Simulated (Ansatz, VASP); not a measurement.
Zn3SnO in VASP and in Ansatz

```
Zn Sn O
1.0
    -4.76399    0.00400   -0.01670
     0.31893   -0.00425   -5.48064
     0.00065   -6.74014   -0.00171
Zn Sn O
6 2 2
Direct
  0.68731 0.48503 0.75009
  0.68729 0.48505 0.25009
  0.38081 0.05139 0.00004
  0.38080 0.05140 0.50003
  0.12126 0.62099 0.99995
  0.12125 0.62098 0.49996
  0.87451 0.98385 0.74992
  0.87454 0.98385 0.24992
  0.44612 0.41873 0.99999
  0.44612 0.41873 0.49999
```

Change from the starting cell: cell x2, atoms moved at random (sigma 0.05 Å) and cell strained at random (1.5 %), then relaxed without symmetry.

Alike in both runs: functional PBE; k mesh 4 × 4 × 4; occupations gaussian, width 0.2 eV; no spin polarisation.

Ansatz relaxed the structure, and its values are those at the end. VASP's run is a single point on that final structure, the one shown.

|  | VASP | Ansatz |
| --- | --- | --- |
| version | VASP 6.6.1 | Ansatz 0.2.0 |
| potentials or method | VASP PAW PBE potentials, release 64 (Zn, Sn_d, O), cutoff 600 eV | scalar-relativistic, plane waves, PAW |
| valence electrons in the cell | 112 | 112 |

Ansatz gave:

| Item | Value |
| --- | --- |
| gap on the k mesh at the Fermi level (eV) | none |
| pressure (GPa) | 0.0 |
| rms of the force components (eV/Å) | 0.002 |

**Question.** Estimate VASP's values.

**Answer.** gap on the k mesh at the Fermi level (eV): none; pressure (GPa): 0.3; rms of the force components (eV/Å): 0.023.

A gap of «none» marks a metal or a gap that the smearing closes.
